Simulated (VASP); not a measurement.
The system is SiO2.

```xyz
3
Lattice="0.0000 2.2189 2.2189 2.2189 0.0000 2.2189 2.2189 2.2189 0.0000" Properties=species:S:1:pos:R:3 pbc="T T T"
Si    0.0000    0.0000    0.0000
O     1.1094    1.1094    1.1094
O     3.3283    3.3283    3.3283
```

This cell differs from its parent crystal: strain -2.0%.

Base run:

```yaml
Program: VASP 6.6.1
Functional: r2SCAN
Potentials_or_basis: VASP PAW PBE potentials, release 64 (Si, O)
Cutoff: 520 eV
k_mesh: 10 × 10 × 10
Occupations: gaussian, width 0.01 eV
Spin: no spin polarisation
```

Its results: band gap on the k mesh 2.75 eV; pressure 21.8 GPa.

Problem. The run is repeated on the same cell with these changes: functional from r2SCAN to PBE; occupations from gaussian, width 0.01 eV to fermi-dirac, width 0.02 eV. What comes out?

Solution. Band gap on the k mesh 2.11 eV; pressure 31.7 GPa.

Caveats: the cell stands under pressure; the PAW data sets were made with another functional, which shifts forces and pressure a little (at least some runs).

A k mesh can miss the band edges.
